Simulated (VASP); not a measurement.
# TaAs in VASP: single point with PBE

Aim: the single point of TaAs with PBE.

All numbers are computed with VASP 6.6.1; they aren't measurements. Logs are shortened: lines on timing, memory, paths and dates and some standing lists are left out, and cuts for length are marked.

### 1 The cell of the first run

The cell holds an amorphous packing of atoms, 12 atoms: a = 5.885 Å, b = 6.891 Å, c = 6.298 Å, α = 109.89°, β = 105.00°, γ = 99.07°.

### 2 Single point, PBE

File INCAR:

```
ALGO = Normal
EDIFF = 1E-6
ENCUT = 520
GGA = PE
ISIF = 2
ISMEAR = 0
ISYM = 0
LASPH = T
LCHARG = T
LELF = T
LREAL = F
LVHAR = T
LWAVE = F
NBANDS = 60
NELM = 100
PREC = Accurate
SIGMA = 0.1
```

File KPOINTS:

```
k-points
0
Gamma
  4 4 4
```

File POSCAR:

```
TaAs
1.0
    5.8014208871     -0.5624564872     -0.8153376647
   -0.6082958921      6.7666446320     -1.1529055729
   -0.9136266196     -1.2229789279      6.1102812887
Ta As
6 6
Direct
    0.9140294975      0.0259181911      0.6289946068
    0.6321237645      0.6793417070      0.0889558164
    0.4224791440      0.0069161466      0.8452052024
    0.4873807003      0.0544834156      0.3441878575
    0.9887117633      0.0829685621      0.1576226937
    0.1147675798      0.6769839870      0.9128183486
    0.8220121669      0.3353512711      0.9581792687
    0.3077375578      0.3185820409      0.6823457622
    0.3949881014      0.3634699605      0.1952182747
    0.1161376271      0.7941720799      0.3612287391
    0.8771134497      0.3715594571      0.4736493653
    0.6881905992      0.7434489625      0.7271652081
```

Potentials or basis: VASP PAW PBE potentials, release 64 (Ta_pv, As).

The run is started by

```sh
cat potpaw_PBE.64/Ta_pv/POTCAR potpaw_PBE.64/As/POTCAR > POTCAR
mpirun -np 1 vasp_std > vasp.out
```

OUTCAR:

```text
EDIFF = 1E-6
   ENCUT = 520
   GGA = PE
   ISIF = 2
   ISMEAR = 0
   ISYM = 0
   LASPH = T
   LREAL = F
   NELM = 100
   PREC = Accurate

 ion  position               nearest neighbor table
   1  0.914  0.026  0.629-  12 2.52  10 2.57   7 2.66   8 2.69   4 2.76  11 2.88   3 2.99   5 3.12
                             2 3.21   5 3.25   3 3.50
   2  0.632  0.679  0.089-  12 2.55  10 2.74   7 2.74   9 2.77   8 2.83   4 2.93   6 2.95   5 3.03
                             1 3.21   6 3.31   3 3.35
   3  0.422  0.007  0.845-  12 2.62   7 2.74   9 2.75   8 2.78  10 2.82   6 2.90   4 2.96   1 2.99
                             5 3.26   2 3.35   4 3.39   1 3.50   5 3.60
   4  0.487  0.054  0.344-  11 2.63  10 2.65   9 2.68   1 2.76   8 2.85   2 2.93   5 2.93   3 2.96
                             6 3.04   3 3.39   5 3.45
   5  0.989  0.083  0.158-  11 2.60   7 2.64   9 2.73  12 2.80  10 2.81   4 2.93   6 3.01   2 3.03
                             8 3.04   1 3.12   1 3.25   3 3.26   4 3.45   3 3.60
   6  0.115  0.677  0.913-  10 2.66  12 2.66  11 2.67   7 2.83   3 2.90   2 2.95   8 2.97   5 3.01
                             4 3.04   2 3.31
   7  0.822  0.335  0.958-   5 2.64   1 2.66   3 2.74   2 2.74   6 2.83
   8  0.308  0.319  0.682-  11 2.68   1 2.69   3 2.78   2 2.83   4 2.85   6 2.97   5 3.04
   9  0.395  0.363  0.195-   4 2.68   5 2.73   3 2.75   2 2.77  11 2.90
  10  0.116  0.794  0.361-   1 2.57   4 2.65   6 2.66   2 2.74   5 2.81   3 2.82
  11  0.877  0.372  0.474-   5 2.60   4 2.63   6 2.67   8 2.68   1 2.88   9 2.90
  12  0.688  0.743  0.727-   1 2.52   2 2.55   3 2.62   6 2.66   5 2.80

IMPORTANT INFORMATION: All symmetrisations will be switched off!
NOSYMM: (Re-)initialisation of all symmetry stuff for point group C_1.

----------------------------------------------------------------------------------------

                                     Primitive cell

  volume of cell :     223.3561

  direct lattice vectors                    reciprocal lattice vectors
     5.801420887 -0.562456487 -0.815337665     0.178800226  0.021356856  0.031009314
    -0.608295892  6.766644632 -1.152905573     0.019851295  0.155372509  0.034066186
    -0.913626620 -1.222978928  6.110281289     0.027604167  0.032165930  0.174224083

  length of vectors
     5.885373150  6.891059043  6.298089273     0.182721683  0.160297210  0.179306075

  position of ions in fractional coordinates (direct lattice)
     0.914029498  0.025918191  0.628994607
     0.632123765  0.679341707  0.088955816
     0.422479144  0.006916147  0.845205202
     0.487380700  0.054483416  0.344187858
     0.988711763  0.082968562  0.157622694
     0.114767580  0.676983987  0.912818349
     0.822012167  0.335351271  0.958179269
     0.307737558  0.318582041  0.682345762
     0.394988101  0.363469960  0.195218275
     0.116137627  0.794172080  0.361228739
     0.877113450  0.371559457  0.473649365
     0.688190599  0.743448962  0.727165208

  ion indices of the primitive-cell ions
   primitive index   ion index
                 1           1
                 2           2
                 3           3
                 4           4
                 5           5
                 6           6
                 7           7
                 8           8
                 9           9
                10          10
                11          11
                12          12

----------------------------------------------------------------------------------------

 KPOINTS: k-points

Automatic generation of k-mesh.
 Grid dimensions read from file:
 generate k-points for:    4    4    4

 Generating k-lattice:

  Cartesian coordinates                     Fractional coordinates (reciprocal lattice)
     0.044700056  0.005339214  0.007752328     0.250000000 -0.000000000  0.000000000
     0.004962824  0.038843127  0.008516546    -0.000000000  0.250000000  0.000000000
     0.006901042  0.008041483  0.043556021     0.000000000  0.000000000  0.250000000

  Length of vectors
     0.045680421  0.040074303  0.044826519

  Shift w.r.t. Gamma in fractional coordinates (k-lattice)
     0.000000000  0.000000000  0.000000000

 Subroutine IBZKPT returns following result:
 ===========================================

 Found     36 irreducible k-points:

 Following reciprocal coordinates:
            Coordinates               Weight
  0.000000  0.000000  0.000000      1.000000
  0.250000  0.000000  0.000000      2.000000
  0.500000  0.000000  0.000000      1.000000
  0.000000  0.250000 -0.000000      2.000000
  0.250000  0.250000 -0.000000      2.000000
  0.500000  0.250000  0.000000      2.000000
[... 16 lines left out ...]
  0.000000 -0.250000  0.250000      2.000000
  0.250000 -0.250000  0.250000      2.000000
 [... further k-points ...]
   k-points           NKPTS =     36   k-points in BZ     NKDIM =     36   number of bands    NBANDS=     60
   number of dos      NEDOS =    301   number of ions     NIONS =     12
   total plane-waves  NPLWV = 124416
   dimension x,y,z NGX =    48 NGY =   54 NGZ =   48
   dimension x,y,z NGXF=    96 NGYF=  108 NGZF=   96
   ions per type =               6   6
   NGX,Y,Z   is equivalent  to a cutoff of  13.56, 13.03, 12.67 a.u.
   NGXF,Y,Z  is equivalent  to a cutoff of  27.12, 26.05, 25.34 a.u.
 SYSTEM =  unknown system
   PREC   = accura    normal or accurate (medium, high low for compatibility)
   ISTART =      0    job   : 0-new  1-cont  2-samecut
   ICHARG =      2    charge: 1-file 2-atom 10-const
   ISPIN  =      1    spin polarized calculation?
   LNONCOLLINEAR =      F non collinear calculations
   LSORBIT =      F    spin-orbit coupling
   LASPH  =      T    aspherical Exc in radial PAW
   ENCUT  =  520.0 eV  38.22 Ry    6.18 a.u.  10.94 12.81 11.71*2*pi/ulx,y,z
   NELM   =    100;   NELMIN=  2; NELMDL= -5     # of ELM steps
   EDIFF  = 0.1E-05   stopping-criterion for ELM
   LREAL  =      F    real-space projection
   EDIFFG = 0.1E-04   stopping-criterion for IOM
   NSW    =      0    number of steps for IOM
   IBRION =     -1    ionic relax: 0-MD 1-quasi-New 2-CG
   NFREE  =      0    steps in history (QN), initial steepest desc. (CG)
   ISIF   =      2    stress and relaxation
   ISYM   =      0    0-nonsym 1-usesym 2-fastsym
   POTIM  = 0.5000    time-step for ionic-motion
   TEBEG  =    0.0;   TEEND  =   0.0 temperature during run
   PSTRESS=    0.0 pullay stress
   NELECT =      96.0000    total number of electrons
   NUPDOWN=      -1.0000    fix difference up-down
   EMIN   =  10.00;   EMAX   =-10.00  energy-range for DOS
   EFERMI =   0.00;   METHOD = LEGACY
   ISMEAR =     0;   SIGMA  =   0.10  broadening in eV -4-tet -1-fermi 0-gaus
   EFERMI_NEDOS =   21; number of points for ismear=-14 and -15
   IALGO  =     38    algorithm
   IMIX   =      4    mixing-type and parameters
     AMIX     =   0.40;   BMIX     =  1.00
     AMIX_MAG =   1.60;   BMIX_MAG =  1.00
  volume/ion in A,a.u.               =      18.61       125.61
  Fermi-wavevector in a.u.,A,eV,Ry     =   1.235471  2.334702 20.767785  1.526389
  Thomas-Fermi vector in A             =   2.370119
   LORBIT       =      0    0 simple, 1 ext, 2 COOP (PROOUT), +10 PAW based schemes
   GGA     = PE    functional components
   LHFCALC =     F    Hartree Fock is set to
   AEXX    =    0.0000 exact exchange contribution
   IVDW    =     0    specifies the selected vdW correction
   LEPSILON=     F    determine dielectric tensor
   LRPA    =     F    only Hartree local field effects (RPA)
 non-spin polarized calculation
 Gauss-broadening in eV      SIGMA  =   0.10
  energy-cutoff  :      520.00
  volume of cell :      223.36
 maximum number of plane-waves:      6050
 NGX is ok and might be reduce to    48
   NGX = 21   NGY = 25   NGZ = 23

 number of electron      96.0000001 magnetization

 Free energy of the ion-electron system (eV)
  ---------------------------------------------------
  ext. energy  EPLUGINS =         0.00000000
  ---------------------------------------------------
  free energy    TOTEN  =      -100.47798712 eV

  energy without entropy =     -100.44877814  energy(sigma->0) =     -100.46338263

 E-fermi :   6.2852     XC(G=0): -11.5510

 val. band max:        6.2812193471   @ k =  -0.2500   0.2500  -0.0000
 cond. band min:       6.2923126940   @ k =   0.5000   0.5000  -0.0000
 fundamental gap:      0.0110933468
 Fermi energy:         6.2851508507

 k-point     1 :       0.0000    0.0000    0.0000
  band No.  band energies     occupation
      1     -28.7354      2.00000
      2     -28.6897      2.00000
      3     -28.6593      2.00000
      4     -28.6532      2.00000
      5     -28.5761      2.00000
      6     -28.5442      2.00000
[... 52 lines left out ...]
     59       8.7599      0.00000
     60       9.0860      0.00000

 k-point     2 :       0.2500    0.0000    0.0000
  band No.  band energies     occupation
      1     -28.7186      2.00000
      2     -28.6877      2.00000
      3     -28.6562      2.00000
      4     -28.6264      2.00000
      5     -28.5719      2.00000
      6     -28.5472      2.00000
[... 52 lines left out ...]
     59       8.8363      0.00000
     60       8.9776      0.00000

 k-point     3 :       0.5000    0.0000    0.0000
  band No.  band energies     occupation
      1     -28.6977      2.00000
      2     -28.6892      2.00000
      3     -28.6689      2.00000
      4     -28.6071      2.00000
      5     -28.5834      2.00000
      6     -28.5299      2.00000
[... 1312 lines left out ...]
     59       8.6738      0.00000
     60       9.0902      0.00000

 k-point    24 :       0.2500   -0.2500    0.2500
  band No.  band energies     occupation
      1     -28.7158      2.00000
      2     -28.6832      2.00000
      3     -28.6556      2.00000
      4     -28.6196      2.00000
      5     -28.5744      2.00000
      6     -28.5394      2.00000
[... 52 lines left out ...]
     59       8.6332      0.00000
     60       8.9090      0.00000

 [... further k-points ...]
[... 5 lines left out ...]
  --------------------------------------------------------------------------------------
  -------------------------------------------------------------------------------------
  Total        0.3074349      0.3929833      0.2391281     -0.0343164      0.0278709     -0.0111169
  in kB        2.2052914      2.8189466      1.7153132     -0.2461584      0.1999235     -0.0797441
  external PRESSURE =       2.2465171 kB  Pullay stress =       0.0000000 kB

 VOLUME and BASIS-vectors are now :
 -----------------------------------------------------------------------------
  energy-cutoff  :      520.00
  volume of cell :      223.36
      direct lattice vectors                 reciprocal lattice vectors
     5.801420887 -0.562456487 -0.815337665     0.178800226  0.021356856  0.031009314
    -0.608295892  6.766644632 -1.152905573     0.019851295  0.155372509  0.034066186
    -0.913626620 -1.222978928  6.110281289     0.027604167  0.032165930  0.174224083

 POSITION                                       TOTAL-FORCE (eV/Angst)
 -----------------------------------------------------------------------------------
      4.71224     -1.10797      3.06821        -0.018004      0.008006     -0.025784
      3.17270      4.13253     -0.75507        -0.005036      0.001686      0.038741
      1.67457     -1.22450      4.81200        -0.016627     -0.009639      0.013942
      2.47990     -0.32640      1.64289         0.013363     -0.020398     -0.000246
      5.54146     -0.18746      0.06133         0.006991     -0.025020     -0.006256
     -0.57997      3.40000      4.70350         0.013132      0.023998     -0.002779
      3.68943      0.63502      4.79790        -0.003703      0.015819      0.010565
      0.96811      1.14815      3.55112         0.015116      0.035322     -0.020197
      1.89204      1.99856      0.45174        -0.007870      0.011029      0.021443
     -0.13936      4.86678      1.19691         0.012408     -0.031262     -0.001373
      4.42975      1.44161      1.75061         0.005041      0.017786     -0.000464
      2.87589      3.75427      3.02495        -0.014812     -0.027329     -0.027592
 -----------------------------------------------------------------------------------
    total drift:                               -0.001084     -0.000793     -0.000238

  FREE ENERGIE OF THE ION-ELECTRON SYSTEM (eV)
  ---------------------------------------------------
  free  energy   TOTEN  =      -100.4779871228 eV

  energy  without entropy=     -100.4487781424  energy(sigma->0) =     -100.46338263
```

Wall time 5.2 min (1 thread of Intel Xeon 6975P-C (Granite Rapids), shared host); peak memory 0.56 GiB.

What came out:

```yaml
Free_energy: -100.4780 eV
Pressure: 0.2 GPa
Largest_force: 0.043 eV/Å
Band_gap_on_the_k_mesh: zero (band 48 reaches 6.52 eV, above the bottom of band 49 at 6.06 eV)
```

Forces on the atoms (eV/Å):
```
Ta  -0.018  0.008 -0.026
Ta  -0.005  0.002  0.039
Ta  -0.017 -0.010  0.014
Ta   0.013 -0.020  0.000
Ta   0.007 -0.025 -0.006
Ta   0.013  0.024 -0.003
As  -0.004  0.016  0.011
As   0.015  0.035 -0.020
As  -0.008  0.011  0.021
As   0.012 -0.031 -0.001
As   0.005  0.018  0.000
As  -0.015 -0.027 -0.028
```

Stress tensor (GPa, compression positive):
```
 0.22 -0.02 -0.01
-0.02  0.28  0.02
-0.01  0.02  0.17
```

Levels at points of the mesh, in eV from the Fermi level:
```tsv
k point	band 46	band 47	band 48	band 49	band 50	band 51
(0.00, 0.00, 0.00)	-0.62	-0.37	0.04	0.16	0.35	0.57
(0.50, 0.00, 0.00)	-0.65	-0.21	0.24	0.38	0.71	0.97
(0.00, 0.50, 0.00)	-0.58	-0.33	-0.08	0.22	0.50	0.64
(0.50, 0.50, 0.00)	-0.61	-0.46	0.01	0.29	0.54	0.67
(0.00, 0.00, 0.50)	-0.69	-0.54	-0.10	0.21	0.38	0.60
(0.50, 0.00, 0.50)	-0.59	-0.54	-0.41	0.11	0.38	0.83
(0.00, 0.50, 0.50)	-1.00	-0.63	-0.15	0.04	0.47	0.78
(0.50, 0.50, 0.50)	-0.93	-0.76	-0.68	-0.22	0.28	0.54
```

Caveat: spin-orbit coupling is left out, which moves the levels of the heavy elements.
